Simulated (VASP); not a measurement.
# HfN (I4/mmm) in VASP: notebook, part 2 of 2

VASP 6.6.1.

### Step 4. Single point, PBEsol (strain -0.0100 x Voigt [1, 1, 0, 0, 0, 0])

Input file INCAR:

```
PREC = Accurate
ENCUT = 520
EDIFF = 1E-7
ISMEAR = 0
SIGMA = 0.15
LREAL = False
LASPH = True
NELM = 60
ALGO = Normal
ISIF = 2
LWAVE = False
LCHARG = False
GGA = PS
NBANDS = 14
```

Input file KPOINTS:

```
Automatic mesh
0
Gamma
  18 18 18
```

Input file POSCAR:

```
HfN
1.0
    0.0000000000      2.2364100000      2.2590000000
    2.2364100000      0.0000000000      2.2590000000
    2.2364100000      2.2364100000      0.0000000000
Hf N
1 1
Direct
    0.0000000000      0.0000000000      0.0000000000
    0.5000000000      0.5000000000      0.5000000000
```

Potentials or basis: VASP PAW PBE potentials, release 64 (Hf_pv, N).

Launch:

```
cat potpaw_PBE.64/Hf_pv/POTCAR potpaw_PBE.64/N/POTCAR > POTCAR
mpirun -np 1 vasp_std > vasp.out
```

OUTCAR:

```text
PREC = Accurate
   ENCUT = 520
   EDIFF = 1E-7
   ISMEAR = 0
   LREAL = False
   LASPH = True
   NELM = 60
   ISIF = 2
   GGA = PS

 ion  position               nearest neighbor table
   1  0.000  0.000  0.000-   2 2.24   2 2.24   2 2.24   2 2.24   2 2.26   2 2.26
   2  0.500  0.500  0.500-   1 2.24   1 2.24   1 2.24   1 2.24   1 2.26   1 2.26

  LATTYP: Found a body centered tetragonal cell.
 ALAT       =     3.1627613530
 C/A-ratio  =     1.4284985479

  Lattice vectors:

 A1 = (  -2.2364100000,   0.0000000000,   2.2590000000)
 A2 = (   2.2364100000,   0.0000000000,   2.2590000000)
 A3 = (   0.0000000000,   2.2364100000,  -2.2590000000)

Analysis of symmetry for initial positions (statically):
=====================================================================
 Subroutine PRICEL returns:
 Original cell was already a primitive cell.

 Routine SETGRP: Setting up the symmetry group for a
 body centered tetragonal supercell.

 Subroutine GETGRP returns: Found 16 space group operations
 (whereof 16 operations were pure point group operations)
 out of a pool of 16 trial point group operations.

The static configuration has the point symmetry D_4h.

Analysis of symmetry for dynamics (positions and initial velocities):
=====================================================================
 Subroutine PRICEL returns:
 Original cell was already a primitive cell.

 Routine SETGRP: Setting up the symmetry group for a
 body centered tetragonal supercell.

 Subroutine GETGRP returns: Found 16 space group operations
 (whereof 16 operations were pure point group operations)
 out of a pool of 16 trial point group operations.

The dynamic configuration has the point symmetry D_4h.

 Subroutine INISYM returns: Found 16 space group operations
 (whereof 16 operations are pure point group operations),
 and found     1 'primitive' translations

----------------------------------------------------------------------------------------

                                     Primitive cell

  volume of cell :      22.5969

  direct lattice vectors                    reciprocal lattice vectors
     0.000000000  2.236410000  2.259000000    -0.223572601  0.223572601  0.221336875
     2.236410000  0.000000000  2.259000000     0.223572601 -0.223572601  0.221336875
     2.236410000  2.236410000  0.000000000     0.223572601  0.223572601 -0.221336875

  length of vectors
     3.178775029  3.178775029  3.162761353     0.385952624  0.385952624  0.385952624

  position of ions in fractional coordinates (direct lattice)
     0.000000000  0.000000000  0.000000000
     0.500000000  0.500000000  0.500000000

  ion indices of the primitive-cell ions
   primitive index   ion index
                 1           1
                 2           2

----------------------------------------------------------------------------------------

 KPOINTS: Automatic mesh

Automatic generation of k-mesh.
 Grid dimensions read from file:
 generate k-points for:   18   18   18

 Generating k-lattice:

  Cartesian coordinates                     Fractional coordinates (reciprocal lattice)
    -0.012420700  0.012420700  0.012296493     0.055555556  0.000000000  0.000000000
     0.012420700 -0.012420700  0.012296493     0.000000000  0.055555556  0.000000000
     0.012420700  0.012420700 -0.012296493     0.000000000  0.000000000  0.055555556

  Length of vectors
     0.021441812  0.021441812  0.021441812

[... 37 lines left out ...]
   total plane-waves  NPLWV =  13824
   dimension x,y,z NGX =    24 NGY =   24 NGZ =   24
   dimension x,y,z NGXF=    48 NGYF=   48 NGZF=   48
   ions per type =               1   1
   NGX,Y,Z   is equivalent  to a cutoff of  12.55, 12.55, 12.62 a.u.
   NGXF,Y,Z  is equivalent  to a cutoff of  25.10, 25.10, 25.23 a.u.
 SYSTEM =  unknown system
   PREC   = accura    normal or accurate (medium, high low for compatibility)
   ISTART =      0    job   : 0-new  1-cont  2-samecut
   ICHARG =      2    charge: 1-file 2-atom 10-const
   ISPIN  =      1    spin polarized calculation?
   LNONCOLLINEAR =      F non collinear calculations
   LSORBIT =      F    spin-orbit coupling
   LASPH  =      T    aspherical Exc in radial PAW
   ENCUT  =  520.0 eV  38.22 Ry    6.18 a.u.   5.91  5.91  5.88*2*pi/ulx,y,z
   NELM   =     60;   NELMIN=  2; NELMDL= -5     # of ELM steps
   EDIFF  = 0.1E-06   stopping-criterion for ELM
   LREAL  =      F    real-space projection
   EDIFFG = 0.1E-05   stopping-criterion for IOM
   NSW    =      0    number of steps for IOM
   IBRION =     -1    ionic relax: 0-MD 1-quasi-New 2-CG
   NFREE  =      0    steps in history (QN), initial steepest desc. (CG)
   ISIF   =      2    stress and relaxation
   ISYM   =      2    0-nonsym 1-usesym 2-fastsym
   POTIM  = 0.5000    time-step for ionic-motion
   TEBEG  =    0.0;   TEEND  =   0.0 temperature during run
   PSTRESS=    0.0 pullay stress
   NELECT =      15.0000    total number of electrons
   NUPDOWN=      -1.0000    fix difference up-down
   EMIN   =  10.00;   EMAX   =-10.00  energy-range for DOS
   EFERMI =   0.00;   METHOD = LEGACY
   ISMEAR =     0;   SIGMA  =   0.15  broadening in eV -4-tet -1-fermi 0-gaus
   EFERMI_NEDOS =   21; number of points for ismear=-14 and -15
   IALGO  =     38    algorithm
   IMIX   =      4    mixing-type and parameters
     AMIX     =   0.40;   BMIX     =  1.00
     AMIX_MAG =   1.60;   BMIX_MAG =  1.00
  volume/ion in A,a.u.               =      11.30        76.25
  Fermi-wavevector in a.u.,A,eV,Ry     =   1.428090  2.698699 27.748277  2.039441
  Thomas-Fermi vector in A             =   2.548189
   LORBIT       =      0    0 simple, 1 ext, 2 COOP (PROOUT), +10 PAW based schemes
   GGA     = PS    functional components
   LHFCALC =     F    Hartree Fock is set to
   AEXX    =    0.0000 exact exchange contribution
   IVDW    =     0    specifies the selected vdW correction
   LEPSILON=     F    determine dielectric tensor
   LRPA    =     F    only Hartree local field effects (RPA)
 non-spin polarized calculation
 Gauss-broadening in eV      SIGMA  =   0.15
  energy-cutoff  :      520.00
  volume of cell :       22.60
 maximum number of plane-waves:       620
   NGX = 11   NGY = 11   NGZ = 11

 number of electron      15.0000001 magnetization

 Free energy of the ion-electron system (eV)
  ---------------------------------------------------
  ext. energy  EPLUGINS =         0.00000000
  ---------------------------------------------------
  free energy    TOTEN  =       -22.99332073 eV

  energy without entropy =      -22.98626075  energy(sigma->0) =      -22.98979074

 E-fermi :   8.3664     XC(G=0): -12.9992

 val. band max:        8.3648107434   @ k =  -0.3889   0.3889   0.1667
 cond. band min:       8.3668620495   @ k =  -0.1111   0.0000   0.0556
 fundamental gap:      0.0020513060
 Fermi energy:         8.3664161307

 k-point     1 :       0.0000    0.0000    0.0000
  band No.  band energies     occupation
      1     -22.6085      2.00000
      2     -22.5988      2.00000
      3     -22.5988      2.00000
      4      -9.1805      2.00000
      5       5.3358      2.00000
      6       5.3886      2.00000
      7       5.3886      2.00000
      8       7.9183      1.99998
      9       8.0347      1.99824
     10       8.0347      1.99824
     11      10.1418      0.00000
     12      10.4480      0.00000
     13      10.5392      0.00000
     14      17.9663      0.00000
[... 377 lines left out ...]
      1     -23.1275      2.00000
      2     -22.6887      2.00000
      3     -22.6258      2.00000
      4      -7.9064      2.00000
      5       1.9361      2.00000
      6       3.1981      2.00000
      7       3.5462      2.00000
      8       8.8145      0.00002
      9       9.3629      0.00000
     10      10.2186      0.00000
     11      12.2937      0.00000
     12      13.9066      0.00000
     13      14.3811      0.00000
     14      20.7202      0.00000

 [... further k-points ...]

------------------------ aborting loop because EDIFF is reached ----------------------------------------

  FORCE on cell =-STRESS in cart. coord.  units (eV):
  Direction    XX          YY          ZZ          XY          YZ          ZX
  --------------------------------------------------------------------------------------
  -------------------------------------------------------------------------------------
  Total        0.3219981      0.3219981     -0.4088972      0.0000000      0.0000000      0.0000000
  in kB       22.8304660     22.8304660    -28.9918276      0.0000000      0.0000000      0.0000000
  external PRESSURE =       5.5563681 kB  Pullay stress =       0.0000000 kB

 VOLUME and BASIS-vectors are now :
 -----------------------------------------------------------------------------
  energy-cutoff  :      520.00
  volume of cell :       22.60
      direct lattice vectors                 reciprocal lattice vectors
     0.000000000  2.236410000  2.259000000    -0.223572601  0.223572601  0.221336875
     2.236410000  0.000000000  2.259000000     0.223572601 -0.223572601  0.221336875
     2.236410000  2.236410000  0.000000000     0.223572601  0.223572601 -0.221336875

 POSITION                                       TOTAL-FORCE (eV/Angst)
 -----------------------------------------------------------------------------------
      0.00000      0.00000      0.00000        -0.000000      0.000000     -0.000000
      2.23641      2.23641      2.25900         0.000000     -0.000000      0.000000
 -----------------------------------------------------------------------------------
    total drift:                                0.000000     -0.000000     -0.000000

  FREE ENERGIE OF THE ION-ELECTRON SYSTEM (eV)
  ---------------------------------------------------
  free  energy   TOTEN  =       -22.9933207260 eV

  energy  without entropy=      -22.9862607494  energy(sigma->0) =      -22.98979074
```

stdout:

```text
POSCAR found type information on POSCAR HfN
 POSCAR found :  2 types and       2 ions
 scaLAPACK will be used
 -----------------------------------------------------------------------------
|                                                                             |
|                                                                             |
|     You enforced a specific xc type in the INCAR file but a different       |
|     I HOPE YOU KNOW WHAT YOU ARE DOING!                                     |
|                                                                             |
 -----------------------------------------------------------------------------

 LDA part: xc-table for (Slater+PW92), standard interpolation
 POSCAR, INCAR and KPOINTS ok, starting setup
 FFT: planning ... GRIDC
 FFT: planning ... GRID_SOFT
 FFT: planning ... GRID
 WAVECAR not read
 entering main loop
```

Wall time 38 s (1 thread of Intel Xeon 6975P-C (Granite Rapids), shared host); peak memory 0.27 GiB.

What came out:

| Item | Value |
| --- | --- |
| Free energy | -22.9933 eV |
| Pressure | 0.6 GPa |

Levels at points of the mesh, in eV from the Fermi level:
```
           k point  band 6  band 7  band 8  band 9  band 10  band 11
(0.00, 0.00, 0.00)   -2.98   -2.98   -0.45   -0.33    -0.33     1.78
(0.50, 0.00, 0.00)   -6.27   -6.26    3.40    3.79     3.87     4.52
(0.50, 0.50, 0.00)   -3.90   -3.62   -3.62    4.21     5.72     5.72
(0.50, 0.00, 0.50)   -3.93   -3.70   -3.64    4.20     5.64     5.79
```

Caveat: the cell differs from its parent crystal (strain -0.0100 x Voigt [1, 1, 0, 0, 0, 0]); the PAW data sets were made with another functional, which shifts forces and pressure a little; spin-orbit coupling is left out, which moves the levels of the heavy elements.

### Step 5. Single point, PBEsol (strain -0.0050 x Voigt [1, 1, 0, 0, 0, 0])

Input file INCAR:

```
SYSTEM = HfN
  PREC = Accurate
  ENCUT = 520
  EDIFF = 1E-7
  ISMEAR = 0
  SIGMA = 0.15
  LREAL = .FALSE.
  LASPH = .TRUE.
  NELM = 100
  ALGO = Normal
  ISIF = 2
  LWAVE = .FALSE.
  LCHARG = .FALSE.
  GGA = PS
  NBANDS = 14
```

Input file KPOINTS:

```
regular mesh
0
G
  18 18 18
  0 0 0
```

Input file POSCAR:

```
HfN
1.0
    0.0000000000      2.2477050000      2.2590000000
    2.2477050000      0.0000000000      2.2590000000
    2.2477050000      2.2477050000      0.0000000000
Hf N
1 1
Direct
    0.0000000000      0.0000000000      0.0000000000
    0.5000000000      0.5000000000      0.5000000000
```

Launch:

```
cat potpaw_PBE.64/Hf_pv/POTCAR potpaw_PBE.64/N/POTCAR > POTCAR
mpirun -np 1 vasp_std > vasp.out
```

It took 38 s on 1 thread of Intel Xeon 6975P-C (Granite Rapids), shared host; peak memory 0.27 GiB.

It converged, with:

* Free energy: -22.9940 eV
* Pressure: -2.4 GPa

Stress tensor (GPa, compression positive):
```
-1.57  0.00  0.00
 0.00 -1.57  0.00
 0.00  0.00 -4.04
```

Levels at points of the mesh, in eV from the Fermi level:
| k point | band 4 | band 5 | band 6 | band 7 | band 8 | band 9 | band 10 | band 11 | band 12 | band 13 |
| --- | --- | --- | --- | --- | --- | --- | --- | --- | --- | --- |
| (0.00, 0.00, 0.00) | -17.49 | -3.00 | -2.97 | -2.97 | -0.40 | -0.34 | -0.34 | 1.84 | 2.02 | 2.03 |
| (0.50, 0.00, 0.00) | -14.65 | -8.95 | -6.22 | -6.21 | 3.35 | 3.76 | 3.80 | 4.47 | 8.94 | 9.07 |
| (0.50, 0.50, 0.00) | -16.37 | -5.41 | -3.87 | -3.63 | -3.63 | 4.16 | 5.64 | 5.64 | 5.75 | 8.04 |
| (0.50, 0.00, 0.50) | -16.37 | -5.36 | -3.88 | -3.67 | -3.64 | 4.16 | 5.60 | 5.68 | 5.74 | 8.10 |

Caveat: the cell differs from its parent crystal (strain -0.0050 x Voigt [1, 1, 0, 0, 0, 0]); the PAW data sets were made with another functional, which shifts forces and pressure a little; spin-orbit coupling is left out, which moves the levels of the heavy elements.

### Step 6. Overview

| cell | gap on the mesh (eV) | pressure (GPa) |
| --- | --- | --- |
| a = 3.163, b = 3.163, c = 3.131 Å, angles 60.3, 60.3, 59.3°, 2 atoms | none | 7.0 |
| a = 3.171, b = 3.171, c = 3.147 Å, angles 60.3, 60.3, 59.5°, 2 atoms | none | 3.7 |
| a = 3.179, b = 3.179, c = 3.163 Å, angles 60.2, 60.2, 59.7°, 2 atoms | none | 0.6 |
| a = 3.187, b = 3.187, c = 3.179 Å, angles 60.1, 60.1, 59.8°, 2 atoms | none | -2.4 |

Alike in all rows: task single point; level PBEsol; potentials or basis VASP PAW PBE potentials, release 64 (Hf_pv, N); no spin polarisation; k mesh 18 × 18 × 18; cutoff (eV) 520; smearing gaussian 0.15 eV.

Caveats: the PAW data sets were made with another functional, which shifts forces and pressure a little; spin-orbit coupling is left out, which moves the levels of the heavy elements.

Total energies depend on the potentials used, so only differences within one code and one set of settings carry meaning.
